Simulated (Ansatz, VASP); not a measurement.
## Sn2Se in VASP and in Ansatz

```
Sn Se
1.0
     3.96499    0.00000    0.00000
    -1.98249    3.43378    0.00000
     0.00000    0.00000    6.12803
Sn Se
2 1
Direct
  0.00000 0.00000 0.82274
  0.00000 0.00000 0.17726
  0.00000 0.00000 0.50000
```

Alike in both runs: task single point; functional PBE; k mesh 6 × 6 × 4; occupations gaussian, width 0.1 eV; no spin polarisation.

```csv
,VASP,Ansatz
version,VASP 6.6.1,Ansatz 0.2.0
potentials or method,"VASP PAW PBE potentials, release 64 (Sn_d, Se), cutoff 520 eV","scalar-relativistic, plane waves, PAW"
valence electrons in the cell,34,44
```

Ansatz gave:

| Property | Result |
| --- | --- |
| gap on the k mesh at the Fermi level (eV) | none |
| rms of the force components (eV/Å) | 2.463 |

Q: Estimate VASP's values.

A: gap on the k mesh at the Fermi level (eV): none; rms of the force components (eV/Å): 2.387.

Atom by atom the forces differ by 0.076 eV/Å (rms over components). A gap of «none» marks a metal or a gap that the smearing closes. VASP's potentials hold 34 valence electrons a cell and Ansatz's 44, so a difference there can come from the potentials and not from the codes.
